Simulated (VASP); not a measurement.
## SnSe: single point with r2SCAN

System: SnSe, a slab with vacuum.

```xyz
4
Lattice="-4.2853 0.0000 0.0000 0.0000 -4.2853 0.0000 0.0000 0.0000 15.4907" Properties=species:S:1:pos:R:3 pbc="T T T"
Sn   -2.1427    0.0000    4.0911
Sn    0.0000   -2.1427    6.8996
Se   -2.1427    0.0000    6.7707
Se    0.0000   -2.1427    4.2200
```

This cell differs from its parent crystal: the distance across one plane changed.

```
Program                : VASP 6.6.1
Task                   : single point
Functional             : r2SCAN
Potentials or basis    : VASP PAW PBE potentials, release 64 (Sn_d, Se)
Cutoff                 : 520 eV
k mesh                 : 6 × 6 × 3
Occupations            : gaussian, width 0.05 eV
Spin                   : no spin polarisation
Dipole correction      : no
Further INCAR settings : ALGO = Normal; EDIFF = 1e-06; NBANDS = 28
```

| Property | Result |
| --- | --- |
| Largest force | 0.018 eV/Å |
| Band gap on the k mesh | 1.77 eV |

Forces on the atoms (eV/Å):
```
Sn   0.000  0.000 -0.018
Sn   0.000  0.000  0.018
Se   0.000  0.000 -0.001
Se   0.000  0.000  0.001
```

Levels at points of the mesh, in eV from the valence-band top:
| k point | band 16 | band 17 | band 18 | band 19 | band 20 | band 21 | band 22 | band 23 | band 24 | band 25 |
| --- | --- | --- | --- | --- | --- | --- | --- | --- | --- | --- |
| (0.00, 0.00, 0.00) | -3.17 | -3.17 | -1.81 | -1.81 | -0.30 | 1.85 | 4.23 | 4.37 | 4.77 | 4.77 |
| (0.50, 0.00, 0.00) | -2.40 | -1.63 | -1.63 | -0.13 | -0.13 | 1.84 | 1.84 | 2.32 | 2.32 | 3.48 |
| (0.50, 0.50, 0.00) | -4.92 | -3.32 | -3.32 | -1.77 | -1.77 | 4.00 | 4.00 | 5.21 | 5.21 | 5.35 |

It took 5.3 min on 1 thread of Intel(R) Xeon(R) 6975P-C (Granite Rapids), with other jobs on the host, peak memory 0.44 GiB.

Caveat: the cell differs from its parent crystal (the distance across one plane changed); the PAW data sets were made with another functional, which shifts forces and pressure a little; spin-orbit coupling is left out, which moves the levels of the heavy elements.
